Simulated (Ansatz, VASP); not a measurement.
One calculation of GdN, two programs

```
CELL_PARAMETERS angstrom
0.00000 2.50099 2.50099
2.50099 0.00000 2.50099
2.50099 2.50099 0.00000
ATOMIC_POSITIONS crystal
Gd 0.50000 0.50000 0.50000
N 0.00000 0.00000 0.00000
```

Alike in both runs: functional PBE; k mesh 14 × 14 × 14; occupations gaussian, width 0.1 eV; collinear spin; Hubbard terms Gd f U = 6.0 eV.

Ansatz relaxed the structure, and its values are those at the end. VASP's run is a single point on that final structure, the one shown.

|  | VASP | Ansatz |
| --- | --- | --- |
| version | VASP 6.6.1 | Ansatz 0.2.0 |
| potentials or method | VASP PAW PBE potentials, release 64 (Gd, N), cutoff 520 eV | scalar-relativistic, plane waves, PAW |
| valence electrons in the cell | 23 | 23 |

```csv
,VASP,Ansatz,Ansatz less VASP
gap on the k mesh at the Fermi level (eV),none,none,-
pressure (GPa),0.3,0.0,-0.30
net moment per atom (μB),3.50,3.50,0.000
size of the moment on the site where the two differ most (μB),6.87,6.94,+0.065
```

Site moments also hang on the region over which each program counts them. The programs project onto different local orbitals, so the same U acts differently, and such runs can settle in different states. A gap of «none» marks a metal or a gap that the smearing closes. Ansatz's warnings: filled band counts differ across k points.

Spin-orbit coupling is off throughout.
